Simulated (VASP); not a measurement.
Wanted: the native input for a VASP 6.6.1 run.

```
Task                   : single point
Functional             : PBE
Potentials or basis    : VASP PAW PBE potentials, release 64 (Zn, S)
Cutoff                 : 520 eV
k mesh                 : 8 × 8 × 3
Occupations            : gaussian, width 0.05 eV
Spin                   : no spin polarisation
Dipole correction      : no
Further INCAR settings : ALGO = Normal; EDIFF = 1e-06; NBANDS = 36
```

The structure of ZnS lies in POSCAR:

```
ZnS
1.0
    2.7046500000     -2.7046500000      0.0000000000
    2.7046500000      0.0000000000     -2.7046500000
    5.6797650000      5.1388350000      5.4093000000
Zn S
3 3
Direct
    0.6541633333      0.6666666667      0.1250333333
   -0.0791700000      0.0000000000      0.7917000000
    0.2874966667      0.3333333333      0.4583666667
    0.5791633333      0.6666666667      0.8750333333
    0.9458300000      1.0000000000      0.5417000000
    0.3124966667      0.3333333333      0.2083666667
```

This cell differs from its parent crystal: the part above a cut slid along it.

These files were run (other wordings do the same):

INCAR

```
SYSTEM = ZnS
ALGO = Normal ; EDIFF = 1E-6
ENCUT = 520 ; GGA = PE
ISIF = 2 ; ISMEAR = 0
LASPH = .TRUE. ; LCHARG = .TRUE.
LELF = .TRUE. ; LREAL = .FALSE.
LVHAR = .TRUE. ; LWAVE = .FALSE.
NBANDS = 36 ; NELM = 100
PREC = Accurate ; SIGMA = 0.05
```

KPOINTS

```
k-points
0
G
  8 8 3
  0 0 0
```

Potentials or basis: VASP PAW PBE potentials, release 64 (Zn, S).

Launch:

```bash
$ cat potpaw_PBE.64/Zn/POTCAR potpaw_PBE.64/S/POTCAR > POTCAR
$ mpirun -np 1 vasp_std > vasp.out
```

It gave:

The pressure is 1.4 GPa and the largest force is 0.285 eV/Å. The band gap on the k mesh is 1.99 eV.

Caveat: the cell differs from its parent crystal (the part above a cut slid along it).

Run time: 3.9 min on 1 thread of Intel(R) Xeon(R) Platinum 8488C (Sapphire Rapids), with other jobs on the host, peak memory 0.45 GiB.
